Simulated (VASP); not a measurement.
# C (P6_3/mmc) in VASP: relaxation of cell and atoms with PBE+D3(BJ)

Aim: the relaxation of cell and atoms of C with PBE+D3(BJ).

Everything below comes from runs of VASP 6.6.1. Logs are shortened: lines on timing, memory, paths and dates and some standing lists are left out, and cuts for length are marked.

## (1) The cell of the first run

The structure is hexagonal, space group P6_3/mmc (No. 194). Conventional cell: a = 2.561 Å, b = 2.561 Å, c = 7.194 Å, α = 90.00°, β = 90.00°, γ = 120.00°. Within 2.0 Å of C (site symmetry -6m2) lie 3 C at 1.48 Å. Within 2.0 Å of C (site symmetry -6m2) lie 3 C at 1.48 Å.

## (2) Relaxation of cell and atoms, PBE+D3(BJ)

INCAR reads:

```
PREC = Accurate
ENCUT = 600
EDIFF = 1E-7
ISMEAR = -1
SIGMA = 0.1
LREAL = False
LASPH = True
NELM = 120
ALGO = Normal
ISIF = 3
LWAVE = False
LCHARG = False
GGA = PE
IVDW = 12
IBRION = 2
NSW = 80
EDIFFG = -0.01
GGA_COMPAT = False
NELMIN = 4
```

KPOINTS reads:

```
regular mesh
0
Gamma
  9 9 3
```

POSCAR reads:

```
C
1.0
    1.2807176576     -2.2182680532      0.0000000000
    1.2807176576      2.2182680532      0.0000000000
    0.0000000000      0.0000000000      7.1943848799
C
4
Direct
    0.0000000000      0.0000000000      0.2500000000
    0.0000000000      0.0000000000      0.7500000000
    0.3333333333      0.6666666667      0.2500000000
    0.6666666667      0.3333333333      0.7500000000
```

Potentials or basis: VASP PAW PBE potentials, release 64 (C).

On the command line:

```bash
$ cat potpaw_PBE.64/C/POTCAR > POTCAR
$ mpirun -np 1 vasp_std > vasp.out
```

OUTCAR:

```text
PREC = Accurate
   ENCUT = 600
   EDIFF = 1E-7
   ISMEAR = -1
   LREAL = False
   LASPH = True
   NELM = 120
   ISIF = 3
   GGA = PE
   IVDW = 12
   IBRION = 2
   NSW = 80
   EDIFFG = -0.01
   NELMIN = 4
 IVDW          = 12

 ion  position               nearest neighbor table
   1  0.000  0.000  0.250-   3 1.48   3 1.48   3 1.48
   2  0.000  0.000  0.750-   4 1.48   4 1.48   4 1.48
   3  0.333  0.667  0.250-   1 1.48   1 1.48   1 1.48
   4  0.667  0.333  0.750-   2 1.48   2 1.48   2 1.48

  LATTYP: Found a hexagonal cell.
 ALAT       =     2.5614353153
 C/A-ratio  =     2.8087318220

  Lattice vectors:

 A1 = (   1.2807176576,  -2.2182680532,   0.0000000000)
 A2 = (   1.2807176576,   2.2182680532,   0.0000000000)
 A3 = (   0.0000000000,   0.0000000000,   7.1943848799)

Analysis of symmetry for initial positions (statically):
=====================================================================
 Subroutine PRICEL returns:
 Original cell was already a primitive cell.

 Routine SETGRP: Setting up the symmetry group for a
 hexagonal supercell.

 Subroutine GETGRP returns: Found 24 space group operations
 (whereof 12 operations were pure point group operations)
 out of a pool of 24 trial point group operations.

The static configuration has the point symmetry D_3d.
 The point group associated with its full space group is D_6h.

Analysis of symmetry for dynamics (positions and initial velocities):
=====================================================================
 Subroutine PRICEL returns:
 Original cell was already a primitive cell.

 Routine SETGRP: Setting up the symmetry group for a
 hexagonal supercell.

 Subroutine GETGRP returns: Found 24 space group operations
 (whereof 12 operations were pure point group operations)
 out of a pool of 24 trial point group operations.

The dynamic configuration has the point symmetry D_3d.
 The point group associated with its full space group is D_6h.

 Subroutine INISYM returns: Found 24 space group operations
 (whereof 12 operations are pure point group operations),
 and found     1 'primitive' translations

----------------------------------------------------------------------------------------

                                     Primitive cell

  volume of cell :      40.8781

  direct lattice vectors                    reciprocal lattice vectors
     1.280717658 -2.218268053  0.000000000     0.390406111 -0.225401073  0.000000000
     1.280717658  2.218268053  0.000000000     0.390406111  0.225401073  0.000000000
     0.000000000  0.000000000  7.194384880     0.000000000  0.000000000  0.138997290

  length of vectors
     2.561435315  2.561435315  7.194384880     0.450802147  0.450802147  0.138997290

  position of ions in fractional coordinates (direct lattice)
     0.000000000  0.000000000  0.250000000
     0.000000000  0.000000000  0.750000000
     0.333333333  0.666666667  0.250000000
     0.666666667  0.333333333  0.750000000

  ion indices of the primitive-cell ions
   primitive index   ion index
                 1           1
                 2           2
                 3           3
                 4           4

----------------------------------------------------------------------------------------

 KPOINTS: regular mesh

Automatic generation of k-mesh.
 Grid dimensions read from file:
 generate k-points for:    9    9    3

 Generating k-lattice:

  Cartesian coordinates                     Fractional coordinates (reciprocal lattice)
     0.043378457 -0.025044564  0.000000000     0.111111111  0.000000000  0.000000000
     0.043378457  0.025044564  0.000000000     0.000000000  0.111111111  0.000000000
     0.000000000  0.000000000  0.046332430     0.000000000  0.000000000  0.333333333

  Length of vectors
     0.050089127  0.050089127  0.046332430

  Shift w.r.t. Gamma in fractional coordinates (k-lattice)
     0.000000000  0.000000000  0.000000000

 Subroutine IBZKPT returns following result:
 ===========================================

 Found     24 irreducible k-points:

 Following reciprocal coordinates:
            Coordinates               Weight
  0.000000  0.000000  0.000000      1.000000
  0.111111  0.000000  0.000000      6.000000
  0.222222  0.000000  0.000000      6.000000
  0.333333  0.000000  0.000000      6.000000
  0.444444  0.000000  0.000000      6.000000
  0.111111  0.111111  0.000000      6.000000
[... 16 lines left out ...]
  0.333333  0.222222  0.333333     24.000000
  0.333333  0.333333  0.333333      4.000000
   k-points           NKPTS =     24   k-points in BZ     NKDIM =     24   number of bands    NBANDS=     12
   number of dos      NEDOS =    301   number of ions     NIONS =      4
   total plane-waves  NPLWV =  24000
   dimension x,y,z NGX =    20 NGY =   20 NGZ =   60
   dimension x,y,z NGXF=    40 NGYF=   40 NGZF=  120
   ions per type =               4
   NGX,Y,Z   is equivalent  to a cutoff of  12.98, 12.98, 13.86 a.u.
   NGXF,Y,Z  is equivalent  to a cutoff of  25.96, 25.96, 27.73 a.u.
 SYSTEM =  unknown system
   PREC   = accura    normal or accurate (medium, high low for compatibility)
   ISTART =      0    job   : 0-new  1-cont  2-samecut
   ICHARG =      2    charge: 1-file 2-atom 10-const
   ISPIN  =      1    spin polarized calculation?
   LNONCOLLINEAR =      F non collinear calculations
   LSORBIT =      F    spin-orbit coupling
   LASPH  =      T    aspherical Exc in radial PAW
   ENCUT  =  600.0 eV  44.10 Ry    6.64 a.u.   5.12  5.12 14.37*2*pi/ulx,y,z
   NELM   =    120;   NELMIN=  4; NELMDL= -5     # of ELM steps
   EDIFF  = 0.1E-06   stopping-criterion for ELM
   LREAL  =      F    real-space projection
   EDIFFG = -.1E-01   stopping-criterion for IOM
   NSW    =     80    number of steps for IOM
   IBRION =      2    ionic relax: 0-MD 1-quasi-New 2-CG
   NFREE  =      1    steps in history (QN), initial steepest desc. (CG)
   ISIF   =      3    stress and relaxation
   ISYM   =      2    0-nonsym 1-usesym 2-fastsym
   POTIM  = 0.5000    time-step for ionic-motion
   TEBEG  =    0.0;   TEEND  =   0.0 temperature during run
   PSTRESS=    0.0 pullay stress
   NELECT =      16.0000    total number of electrons
   NUPDOWN=      -1.0000    fix difference up-down
   EMIN   =  10.00;   EMAX   =-10.00  energy-range for DOS
   EFERMI =   0.00;   METHOD = LEGACY
   ISMEAR =    -1;   SIGMA  =   0.10  broadening in eV -4-tet -1-fermi 0-gaus
   EFERMI_NEDOS =   21; number of points for ismear=-14 and -15
   IALGO  =     38    algorithm
   IMIX   =      4    mixing-type and parameters
     AMIX     =   0.40;   BMIX     =  1.00
     AMIX_MAG =   1.60;   BMIX_MAG =  1.00
  volume/ion in A,a.u.               =      10.22        68.96
  Fermi-wavevector in a.u.,A,eV,Ry     =   1.197525  2.262993 19.511643  1.434065
  Thomas-Fermi vector in A             =   2.333437
   LORBIT       =      0    0 simple, 1 ext, 2 COOP (PROOUT), +10 PAW based schemes
   GGA     = PE    functional components
   LHFCALC =     F    Hartree Fock is set to
   AEXX    =    0.0000 exact exchange contribution
   IVDW    =    12    specifies the selected vdW correction
   LEPSILON=     F    determine dielectric tensor
   LRPA    =     F    only Hartree local field effects (RPA)
 conjugate gradient relaxation of ions
 non-spin polarized calculation
  energy-cutoff  :      600.00
  volume of cell :       40.88
 maximum number of plane-waves:      1380
   NGX = 11   NGY = 11   NGZ = 29

--------------------------------------- Ionic step        1  -------------------------------------------

 number of electron      15.9999999 magnetization

 Free energy of the ion-electron system (eV)
  ---------------------------------------------------
  ext. energy  EPLUGINS =         0.00000000
  ---------------------------------------------------
  free energy    TOTEN  =       -36.52216689 eV

  energy without entropy =      -36.51314941  energy(sigma->0) =      -36.51765815

 E-fermi :   3.4365     XC(G=0):  -9.6261

 val. band max:        3.4277215809   @ k =   0.3333   0.3333   0.0000
 cond. band min:       3.4397841998   @ k =   0.3333   0.3333   0.3333
 fundamental gap:      0.0120626188
 Fermi energy:         3.4364647504

 k-point     1 :       0.0000    0.0000    0.0000
  band No.  band energies     occupation
      1     -15.2616      2.00000
      2     -15.0797      2.00000
      3      -4.0978      2.00000
      4      -2.6749      2.00000
      5       0.3806      2.00000
      6       0.3806      2.00000
      7       0.3916      2.00000
      8       0.3916      2.00000
      9       7.6425      0.00000
     10      11.0312      0.00000
     11      11.0512      0.00000
     12      11.0633      0.00000
[... 462 lines left out ...]
  FREE ENERGIE OF THE ION-ELECTRON SYSTEM (eV)
  ---------------------------------------------------
  free  energy   TOTEN  =       -37.4573212378 eV

  energy  without entropy=      -37.4481637609  energy(sigma->0) =      -37.45274250

 E-fermi :   4.2544     XC(G=0):  -9.9850

 val. band max:        4.2444122642   @ k =   0.3333   0.3333   0.0000
 cond. band min:       4.2581161962   @ k =   0.3333   0.3333   0.3333
 fundamental gap:      0.0137039320
 Fermi energy:         4.2544336097

 k-point     1 :       0.0000    0.0000    0.0000
  band No.  band energies     occupation
      1     -15.3539      2.00000
      2     -15.1507      2.00000
      3      -4.0662      2.00000
      4      -2.5442      2.00000
      5       1.2264      2.00000
      6       1.2264      2.00000
      7       1.2376      2.00000
      8       1.2376      2.00000
      9       8.1774      0.00000
     10      12.5714      0.00000
     11      12.5714      0.00000
     12      12.6050      0.00000
[... 331 lines left out ...]
 k-point    24 :       0.3333    0.3333    0.3333
  band No.  band energies     occupation
      1      -8.3603      2.00000
      2      -8.3262      2.00000
      3      -8.3262      2.00000
      4      -8.2983      2.00000
      5      -6.2896      2.00000
      6      -6.2896      2.00000
      7       4.0085      1.84245
      8       4.2581      0.98159
      9       4.2581      0.98159
     10       4.5073      0.14769
     11      14.6065      0.00000
     12      14.6065      0.00000

[... ionic steps 4 to 8 ...]

--------------------------------------- Ionic step        9  -------------------------------------------

 number of electron      16.0000001 magnetization

------------------------ aborting loop because EDIFF is reached ----------------------------------------

 Edisp (eV)   -0.65757

 E8    (eV) :    -0.1874
[... 73 lines left out ...]
  energy  without entropy=      -37.4774044408  energy(sigma->0) =      -37.48127632

--------------------------------------- Ionic step       11  -------------------------------------------

 number of electron      16.0000000 magnetization

 Free energy of the ion-electron system (eV)
  ---------------------------------------------------
  ext. energy  EPLUGINS =         0.00000000
  ---------------------------------------------------
  free energy    TOTEN  =       -36.85089303 eV

  energy without entropy =      -36.84323109  energy(sigma->0) =      -36.84706206

 E-fermi :   4.7755     XC(G=0): -10.4068

 val. band max:        4.7557304255   @ k =   0.3333   0.3333   0.0000
 cond. band min:       4.7842827097   @ k =   0.3333   0.3333   0.3333
 fundamental gap:      0.0285522841
 Fermi energy:         4.7755272532

 k-point     1 :       0.0000    0.0000    0.0000
  band No.  band energies     occupation
      1     -14.8836      2.00000
      2     -14.5546      2.00000
      3      -3.7839      2.00000
      4      -1.6952      2.00000
      5       1.7637      2.00000
      6       1.7637      2.00000
      7       1.7849      2.00000
      8       1.7849      2.00000
      9       9.1743      0.00000
     10      13.1039      0.00000
     11      13.1039      0.00000
     12      13.1616      0.00000
[... 378 lines left out ...]
  FREE ENERGIE OF THE ION-ELECTRON SYSTEM (eV)
  ---------------------------------------------------
  free  energy   TOTEN  =       -37.4852760085 eV

  energy  without entropy=      -37.4776140682  energy(sigma->0) =      -37.48144504

 reached required accuracy - stopping structural energy minimisation
```

Wall time 73 s (1 thread of Intel Xeon Platinum 8375C at 2.90GHz (Ice Lake), shared host); peak memory 0.17 GiB.

What came out:

```
Free energy                           : -37.4853 eV
Relaxed volume                        : 8.72 Å³/atom
Relaxed cell                          : a = 2.465 Å, b = 2.465 Å, c = 6.630 Å, α = 90.00°, β = 90.00°, γ = 120.00°
Space group after relaxing (to 0.1 Å) : P6_3/mmc (No. 194)
Pressure after relaxing               : 0.1 GPa
Band gap on the k mesh                : zero (bands 8 and 9 overlap by 0.03 eV)
Dispersion energy per atom            : -0.159 eV
```

Final structure:
```xyz
4
Lattice="1.2324 -2.1346 0.0000 1.2324 2.1346 0.0000 0.0000 0.0000 6.6298" Properties=species:S:1:pos:R:3 pbc="T T T"
C     0.0000    0.0000    1.6574
C     0.0000    0.0000    4.9723
C     1.2324    0.7115    1.6574
C     1.2324   -0.7115    4.9723
```

Levels at points of the mesh, in eV from the Fermi level:
```csv
k point,band 5,band 6,band 7,band 8,band 9,band 10,band 11,band 12
"(0.00, 0.00, 0.00)",-3.01,-3.01,-2.99,-2.99,4.40,8.33,8.33,8.39
```

The gap in the log of VASP goes by the Fermi energy; the results here count the filled bands.